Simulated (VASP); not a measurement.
NaI: single point with PBE

Crystal: NaI.

```
CELL_PARAMETERS angstrom
4.04054 0.00000 0.00000
0.00000 4.04054 0.00000
0.00000 0.00000 4.04054
ATOMIC_POSITIONS crystal
Na 0.00000 0.00000 0.00000
I 0.50000 0.50000 0.50000
```

```json
{"Program": "VASP 6.6.1", "Task": "single point", "Functional": "PBE", "Potentials or basis": "VASP PAW PBE potentials, release 64 (Na_pv, I)", "Cutoff": "520 eV", "k mesh": "6 × 6 × 6", "Occupations": "gaussian, width 0.01 eV", "Spin": "no spin polarisation", "Dipole correction": "no", "Further INCAR settings": "ALGO = Normal; EDIFF = 1e-06; NBANDS = 14"}
```

```json
{
 "Pressure": "0.3 GPa",
 "Band gap on the k mesh": "2.30 eV, indirect (least direct gap 2.79 eV)"
}
```

Levels at points of the mesh, in eV from the valence-band top:
```tsv
k point	band 5	band 6	band 7	band 8	band 9	band 10
(0.00, 0.00, 0.00)	-0.65	-0.65	-0.65	2.30	5.59	5.59
(0.50, 0.00, 0.00)	-3.26	-0.32	-0.32	4.64	6.29	7.06
(0.50, 0.50, 0.00)	-2.59	-2.59	0.00	2.79	7.00	8.26
(0.50, 0.50, 0.50)	-2.10	-2.10	-2.10	4.18	4.18	4.18
```

Wall time 12 s on 1 thread of Intel(R) Xeon(R) Platinum 8259CL CPU @ 2.50GHz (Skylake/Cascade Lake), with other jobs on the host, peak memory 0.17 GiB.

Caveat: spin-orbit coupling is left out, which moves the levels of the heavy elements. A k mesh can miss the band edges.
